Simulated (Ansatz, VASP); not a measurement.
**Two plane-wave programs on BP**

```
B P
1.0
     3.19955    0.00000    0.00000
    -1.59978    2.77089    0.00000
     0.00000    0.00000    7.04686
B P
2 2
Cartesian
  1.5998 0.9236 0.0000
  0.0000 1.8473 3.5234
  0.0000 1.8473 0.0000
  0.0000 0.0000 3.5234
```

Alike in both runs: functional PBE; dispersion D3(BJ); k mesh 6 × 6 × 4; occupations gaussian, width 0.1 eV; no spin polarisation.

Ansatz relaxed the structure, and its values are those at the end. VASP's run is a single point on that final structure, the one shown.

|  | VASP | Ansatz |
| --- | --- | --- |
| version | VASP 6.6.1 | Ansatz 0.2.0 |
| potentials or method | VASP PAW PBE potentials, release 64 (B, P), cutoff 520 eV | scalar-relativistic, plane waves, PAW |
| valence electrons in the cell | 16 | 16 |

|  | VASP | Ansatz | Ansatz less VASP |
| --- | --- | --- | --- |
| gap on the k mesh at the Fermi level (eV) | 0.55 | 0.54 | -0.010 |
| least direct gap on the mesh (eV) | 0.73 | 0.72 | -0.011 |
| pressure (GPa) | -0.3 | -0.1 | +0.20 |
